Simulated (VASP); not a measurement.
A run of VASP 6.6.1:

Contents of INCAR:

```
SYSTEM = ScAl3F
PREC = Accurate
ENCUT = 1350
EDIFF = 1E-7
ISMEAR = 0
SIGMA = 0.1
LREAL = .FALSE.
LASPH = .TRUE.
NELM = 120
ALGO = Normal
ISIF = 3
LWAVE = .FALSE.
LCHARG = .FALSE.
GGA = PE
IBRION = 2
NSW = 90
EDIFFG = -0.04
GGA_COMPAT = .FALSE.
NELMIN = 4
```

File KPOINTS:

```
Automatic mesh
0
G
  4 4 4
  0 0 0
```

File POSCAR:

```
ScAl3F
1.0
    3.9725059200      0.0000000000      0.0000000000
    0.0000000000      3.9725059200      0.0000000000
    0.0000000000      0.0000000000      3.9905818800
Sc Al F
1 3 1
Direct
    0.5000000000      0.5000000000      0.4819999900
    0.5000000000      0.5000000000      0.0160000000
    0.5000000000      0.0000000000      0.5149999900
    0.0000000000      0.5000000000      0.5149999900
    0.0000000000      0.0000000000      0.0000000000
```

Potentials or basis: VASP PAW PBE potentials, release 64 (Sc_sv, Al, F_h).

Launch:

```bash
$ cat potpaw_PBE.64/Sc_sv/POTCAR potpaw_PBE.64/Al/POTCAR potpaw_PBE.64/F_h/POTCAR > POTCAR
$ mpirun -np 1 vasp_std > vasp.out
```

Hardware: 1 thread of Intel(R) Xeon(R) Platinum 8559C (Emerald Rapids) (shared host).

Question: Estimate the wall time of this run.

Answer: Wall time 39 min on 1 thread of Intel(R) Xeon(R) Platinum 8559C (Emerald Rapids), with other jobs on the host, peak memory 0.46 GiB. Counts: scf iterations 600, k points 18, ion steps 47.
